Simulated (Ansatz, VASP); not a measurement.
Co in VASP and in Ansatz

```xyz
6
Lattice="0.0000 3.1292 3.1292 3.1292 0.0000 3.1292 3.1292 3.1292 0.0000" Properties=species:S:1:pos:R:3 pbc="T T T"
Co    1.5646    1.5646    1.5646
Co    0.0000    0.0000    0.0000
Co    2.3469    2.3469    3.9115
Co    2.3469    3.9115    2.3469
Co    3.9115    2.3469    2.3469
Co    3.9115    3.9115    3.9115
```

Alike in both runs: task single point; functional LDA; k mesh 6 × 6 × 6; occupations fermi-dirac, width 0.15 eV; collinear spin.

```csv
,VASP,Ansatz
version,VASP 6.6.1,Ansatz 0.2.0
potentials or method,"VASP PAW LDA potentials, release 64 (Co_sv), cutoff 690 eV","plane waves, PAW"
valence electrons in the cell,102,102
```

|  | VASP | Ansatz | Ansatz less VASP |
| --- | --- | --- | --- |
| pressure (GPa) | 6.1 | 7.5 | +1.49 |
| net moment per atom (μB) | 1.40 | 1.44 | +0.042 |
| size of the moment on the site where the two differ most (μB) | 1.31 | 1.37 | +0.059 |

LDA's correlation is that of Perdew and Zunger in VASP and of Perdew and Wang (1992) in Ansatz. Site moments also hang on the region over which each program counts them. Ansatz's warnings: stress scf threshold loose.
